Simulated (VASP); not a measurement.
# NaGa12O18 (a cell with a defect) in VASP: notebook, part 2 of 2

VASP 6.6.1.

### Step 4. Relaxation of the atoms, PBE

INCAR

```
ALGO = Normal ; EDIFF = 1E-6
EDIFFG = -0.02 ; ENCUT = 520
GGA = PE ; IBRION = 2
ISIF = 2 ; ISMEAR = -1
LASPH = T ; LCHARG = F
LREAL = Auto ; LWAVE = F
NELECT = 270.0 ; NELM = 80
NSW = 90 ; PREC = Accurate
SIGMA = 0.01
```

KPOINTS

```
k-points
0
Gamma
  1 1 1
```

POSCAR

```
NaGa12O18
1.0
    0.0000000000      9.2496621800      0.0000000000
   -1.3977182400      0.0000000000      5.7085775500
    6.2279771500     -1.5416103600      0.0067278600
Ga O Na
12 18 1
Direct
    0.1138363500      0.6858077300      0.6830181200
    0.2194969800      0.3141922700      0.3169818800
    0.3033638300      0.2052623200      0.8201829700
    0.0299695100      0.7947376800      0.1798170300
    0.4471696900      0.6858077300      0.6830181200
    0.5528303100      0.3141922700      0.3169818800
    0.6366971600      0.2052623200      0.8201829700
    0.3633028400      0.7947376800      0.1798170300
    0.7805030200      0.6858077300      0.6830181200
    0.8861636500      0.3141922700      0.3169818800
    0.9700304900      0.2052623200      0.8201829700
    0.6966361700      0.7947376800      0.1798170300
    0.1680000300      0.7433109700      0.0080001600
    0.1653333100      0.2566890300      0.9919998400
    0.2754359000      0.4356700600      0.6526153800
    0.0578974400      0.5643299400      0.3473846200
    0.0544983700      0.1091575800      0.3269902200
    0.2788349600      0.8908424200      0.6730097800
    0.5013333600      0.7433109700      0.0080001600
    0.4986666400      0.2566890300      0.9919998400
    0.6087692300      0.4356700600      0.6526153800
    0.3912307700      0.5643299400      0.3473846200
    0.3878317000      0.1091575800      0.3269902200
    0.6121683000      0.8908424200      0.6730097800
    0.8346666900      0.7433109700      0.0080001600
    0.8319999700      0.2566890300      0.9919998400
    0.9421025600      0.4356700600      0.6526153800
    0.7245641000      0.5643299400      0.3473846200
    0.7211650400      0.1091575800      0.3269902200
    0.9455016300      0.8908424200      0.6730097800
    0.8940210000      0.9181060000      0.3641240000
```

Launch:

```sh
> cat potpaw_PBE.64/Ga_d/POTCAR potpaw_PBE.64/O/POTCAR potpaw_PBE.64/Na_pv/POTCAR > POTCAR
> mpirun -np 1 vasp_gam > vasp.out
```

It took 45 min on 1 thread of AMD EPYC 7R13 (Zen 3), shared host; peak memory 0.4 GiB.

Results (log left out):

* Free energy: -181.2830 eV
* Energy gained by relaxing: 126.8 meV/atom
* Ionic steps: 43
* Largest force after relaxing: 0.019 eV/Å

Forces in eV/Å, atoms in the order of the input:
```
Ga  -0.007 -0.002 -0.008
Ga   0.001  0.010  0.000
Ga   0.011  0.002  0.006
Ga  -0.003 -0.006  0.009
Ga   0.001 -0.001  0.002
Ga   0.000  0.006 -0.008
Ga   0.004  0.002  0.000
Ga  -0.013 -0.001  0.005
Ga  -0.005  0.002  0.001
Ga   0.000  0.001  0.000
Ga  -0.004 -0.002 -0.004
Ga   0.001  0.017  0.007
O    0.001  0.009 -0.006
O    0.001  0.008 -0.001
O    0.000  0.004 -0.002
O   -0.004  0.001 -0.002
O   -0.004  0.003 -0.006
O    0.003  0.005  0.004
O    0.002 -0.011 -0.004
O    0.009  0.002  0.008
O    0.001  0.000  0.002
O   -0.001 -0.006  0.001
O   -0.007  0.011 -0.004
O    0.003 -0.016  0.010
O    0.006 -0.015  0.007
O    0.005 -0.008 -0.008
O   -0.012 -0.006 -0.003
O    0.000 -0.006 -0.014
O    0.008 -0.004 -0.002
O    0.011 -0.002  0.003
Na  -0.007  0.003  0.008
```

Step by step:
```tsv
step	energy change (eV)	largest force (eV/Å)	pressure (GPa)
1	0.0000	7.7787	3.29
3	-1.8357	3.3642	2.97
5	-2.9171	2.1244	1.96
7	-3.4104	1.6710	1.84
9	-3.6059	0.7871	1.81
11	-3.7684	0.6074	1.99
13	-3.8353	0.3914	1.82
15	-3.8613	0.3088	1.83
17	-3.8851	0.2489	1.94
19	-3.8989	0.2420	2.12
21	-3.9084	0.2278	2.22
23	-3.9148	0.1253	2.28
25	-3.9200	0.1528	2.28
27	-3.9236	0.1339	2.28
29	-3.9258	0.0890	2.27
31	-3.9275	0.0767	2.28
33	-3.9290	0.0582	2.27
35	-3.9301	0.0713	2.28
37	-3.9310	0.0496	2.29
39	-3.9317	0.0453	2.30
41	-3.9321	0.0321	2.29
43	-3.9323	0.0191	2.29
```

Final structure:
```yaml
crystal:
  lattice:
    - [0.00000, 9.24966, 0.00000]
    - [-1.39772, 0.00000, 5.70858]
    - [6.22798, -1.54161, 0.00673]
  atoms:
    - { symbol: Ga, position: [0.12186, 0.66923, 0.67733] }
    - { symbol: Ga, position: [0.22656, 0.30390, 0.31391] }
    - { symbol: Ga, position: [0.30643, 0.20360, 0.81690] }
    - { symbol: Ga, position: [0.02382, 0.80528, 0.11276] }
    - { symbol: Ga, position: [0.44454, 0.68862, 0.67431] }
    - { symbol: Ga, position: [0.54958, 0.30275, 0.31371] }
    - { symbol: Ga, position: [0.63427, 0.20563, 0.81932] }
    - { symbol: Ga, position: [0.36286, 0.78223, 0.18019] }
    - { symbol: Ga, position: [0.77263, 0.67309, 0.68865] }
    - { symbol: Ga, position: [0.88396, 0.35573, 0.30956] }
    - { symbol: Ga, position: [0.97855, 0.22482, 0.86059] }
    - { symbol: Ga, position: [0.67862, 0.79213, 0.15759] }
    - { symbol: O, position: [0.17753, 0.70659, 0.99504] }
    - { symbol: O, position: [0.17653, 0.25944, 0.99801] }
    - { symbol: O, position: [0.26938, 0.42006, 0.63237] }
    - { symbol: O, position: [0.04517, 0.60477, 0.35297] }
    - { symbol: O, position: [0.04650, 0.11530, 0.27681] }
    - { symbol: O, position: [0.27828, 0.89209, 0.67192] }
    - { symbol: O, position: [0.48958, 0.72906, 0.99273] }
    - { symbol: O, position: [0.49878, 0.26216, 0.99243] }
    - { symbol: O, position: [0.60687, 0.42348, 0.63842] }
    - { symbol: O, position: [0.39578, 0.56085, 0.35348] }
    - { symbol: O, position: [0.38805, 0.09368, 0.32139] }
    - { symbol: O, position: [0.61371, 0.89208, 0.68515] }
    - { symbol: O, position: [0.82308, 0.72505, 0.00545] }
    - { symbol: O, position: [0.82562, 0.27521, 0.99368] }
    - { symbol: O, position: [0.94299, 0.40907, 0.64026] }
    - { symbol: O, position: [0.73298, 0.59590, 0.36496] }
    - { symbol: O, position: [0.71661, 0.10842, 0.30067] }
    - { symbol: O, position: [0.96214, 0.88994, 0.77031] }
    - { symbol: Na, position: [0.92078, 0.94795, 0.45326] }
```

Levels at points of the mesh, in eV from the Fermi level:
```tsv
k point	band 133	band 134	band 135	band 136	band 137	band 138
(0.00, 0.00, 0.00)	-0.38	-0.35	-0.28	1.66	4.76	4.93
```

Caveat: the k points lie up to 1.10 Å⁻¹ apart; the cell carries a net charge on a neutralising background, which shifts energy and pressure; the cell is charged against a uniform background, so pressure and absolute levels hang on convention.

### Step 5. Relaxation of the atoms, PBE

INCAR

```
ALGO     = Normal         # electronic algorithm
EDIFF    = 1E-6           # SCF threshold, eV
EDIFFG   = -0.02          # ionic threshold
ENCUT    = 520            # plane-wave cutoff, eV
GGA      = PE             # functional
IBRION   = 2              # ionic algorithm
ISIF     = 2              # what is computed and relaxed
ISMEAR   = -1             # smearing method
LASPH    = T              # aspherical terms in the spheres
LCHARG   = F              # write CHGCAR
LREAL    = Auto         
LWAVE    = F              # write WAVECAR
NELECT   = 270.0        
NELM     = 80             # most SCF steps
NSW      = 90             # ionic steps
PREC     = Accurate       # precision mode
SIGMA    = 0.01           # smearing width, eV
```

KPOINTS is that of step 4.

POSCAR

```
NaGa12O18
1.0
    0.0000000000      9.2496621800      0.0000000000
   -1.3977182400      0.0000000000      5.7085775500
    6.2279771500     -1.5416103600      0.0067278600
Ga O Na
12 18 1
Direct
    0.1138363500      0.6858077300      0.6830181200
    0.2204323300      0.3278416200      0.3181100300
    0.3033638300      0.2052623200      0.8201829700
    0.0299695100      0.7947376800      0.1798170300
    0.4479312400      0.6873379300      0.6807842300
    0.5472980800      0.3002566200      0.3162808500
    0.6355244300      0.2136107700      0.8237953800
    0.3584255900      0.7878431800      0.1820529300
    0.7674462400      0.6862854300      0.6802048100
    0.8861636500      0.3141922700      0.3169818800
    0.9700304900      0.2052623200      0.8201829700
    0.6966361700      0.7947376800      0.1798170300
    0.1704136300      0.7134868600     -0.0058953500
    0.1653333100      0.2566890300      0.9919998400
    0.2839163800      0.4128740800      0.6476557900
    0.0578974400      0.5643299400      0.3473846200
    0.0544983700      0.1091575800      0.3269902200
    0.2788349600      0.8908424200      0.6730097800
    0.4920417500      0.7355317000      0.0016838700
    0.5019141100      0.2627442800      0.9993942500
    0.6083278700      0.4296040800      0.6393516700
    0.3969874600      0.5679105500      0.3565549100
    0.3797504800      0.1020037800      0.3101873300
    0.6096744700      0.9003836800      0.6859508000
    0.8346666900      0.7433109700      0.0080001600
    0.8269154600      0.2799285400      0.9987824100
    0.9421025600      0.4356700600      0.6526153800
    0.7408790400      0.6064839400      0.3634209300
    0.7211650400      0.1091575800      0.3269902200
    0.9455016300      0.8908424200      0.6730097800
    1.1059790000      1.0818940000      0.6358760000
```

Launch:

```sh
> cat potpaw_PBE.64/Ga_d/POTCAR potpaw_PBE.64/O/POTCAR potpaw_PBE.64/Na_pv/POTCAR > POTCAR
> mpirun -np 1 vasp_gam > vasp.out
```

Run time: 44 min. Hardware: 1 thread of AMD EPYC 7R13 (Zen 3), shared host; peak memory 0.4 GiB.

It converged, with:

| Item | Value |
| --- | --- |
| Free energy | -181.2831 eV |
| Energy gained by relaxing | 146.6 meV/atom |
| Ionic steps | 44 |
| Largest force after relaxing | 0.012 eV/Å |

Forces in eV/Å, atoms in the order of the input:
```
Ga   0.003  0.000  0.000
Ga   0.002  0.005  0.001
Ga  -0.001 -0.001  0.001
Ga   0.005 -0.006 -0.001
Ga   0.000 -0.002  0.003
Ga   0.006  0.003  0.004
Ga   0.003  0.004  0.001
Ga  -0.002 -0.003 -0.008
Ga  -0.001 -0.005 -0.003
Ga   0.005  0.000  0.002
Ga   0.006 -0.006  0.005
Ga  -0.001  0.000 -0.007
O   -0.001  0.010  0.005
O   -0.001  0.007  0.004
O    0.001 -0.001 -0.001
O   -0.004  0.002  0.004
O    0.000  0.009  0.003
O   -0.002  0.001  0.003
O   -0.006 -0.005 -0.009
O    0.006 -0.003  0.004
O   -0.004  0.002 -0.007
O   -0.001 -0.001 -0.009
O    0.001  0.004  0.006
O    0.001 -0.006 -0.002
O   -0.004 -0.003 -0.003
O   -0.006  0.001  0.003
O    0.003  0.007  0.005
O   -0.004 -0.008  0.002
O    0.002 -0.003  0.003
O   -0.005 -0.001 -0.005
Na  -0.001 -0.001 -0.005
```

Step by step:
```
step  energy change (eV)  largest force (eV/Å)  pressure (GPa)
   1              0.0000                8.0849            4.26
   3             -2.4155                3.1643            3.27
   5             -3.5723                1.6659            2.52
   7             -4.0570                0.9680            2.26
   9             -4.2675                0.6268            2.23
  11             -4.3970                0.6197            2.26
  13             -4.4514                0.4474            2.02
  15             -4.4752                0.2923            1.97
  17             -4.4975                0.2690            2.02
  19             -4.5138                0.2302            2.14
  21             -4.5242                0.2093            2.20
  23             -4.5299                0.1392            2.25
  25             -4.5336                0.1006            2.27
  27             -4.5363                0.0905            2.26
  29             -4.5385                0.0695            2.24
  31             -4.5399                0.0633            2.24
  33             -4.5411                0.0681            2.25
  35             -4.5422                0.0530            2.27
  37             -4.5432                0.0471            2.28
  39             -4.5439                0.0382            2.30
  41             -4.5442                0.0351            2.30
  43             -4.5443                0.0214            2.31
  44             -4.5444                0.0117            2.31
```

Final structure:
```
CELL_PARAMETERS angstrom
0.00000 9.24966 0.00000
-1.39772 0.00000 5.70858
6.22798 -1.54161 0.00673
ATOMIC_POSITIONS crystal
Ga 0.11561 0.64456 0.69034
Ga 0.22702 0.32734 0.31134
Ga 0.32093 0.20828 0.84209
Ga 0.02114 0.77564 0.13928
Ga 0.44984 0.69776 0.68609
Ga 0.55504 0.31179 0.32553
Ga 0.63680 0.21842 0.81996
Ga 0.36537 0.79485 0.18048
Ga 0.77279 0.69681 0.68614
Ga 0.87774 0.33135 0.32281
Ga 0.97587 0.19497 0.88747
Ga 0.69310 0.79677 0.18283
O 0.17403 0.72504 0.00615
O 0.17664 0.27501 0.99446
O 0.26699 0.40507 0.63508
O 0.05671 0.59147 0.35988
O 0.03749 0.11050 0.22959
O 0.28284 0.89217 0.69885
O 0.50079 0.73836 0.00730
O 0.50998 0.27156 0.00711
O 0.60396 0.43976 0.64650
O 0.39283 0.57705 0.36140
O 0.38601 0.10827 0.31474
O 0.61144 0.90701 0.67886
O 0.82313 0.74106 0.00206
O 0.82212 0.29404 0.00514
O 0.95462 0.39523 0.64696
O 0.73032 0.58058 0.36772
O 0.72121 0.10829 0.32777
O 0.95307 0.88501 0.72362
Na 0.07843 0.05201 0.54661
```

Levels at points of the mesh, in eV from the Fermi level:
```tsv
k point	band 132	band 133	band 134	band 135	band 136	band 137	band 138	band 139
(0.00, 0.00, 0.00)	-0.62	-0.38	-0.35	-0.28	1.67	4.76	4.93	5.21
```

Caveat: the k points lie up to 1.10 Å⁻¹ apart; the cell carries a net charge on a neutralising background, which shifts energy and pressure; the cell is charged against a uniform background, so pressure and absolute levels hang on convention.
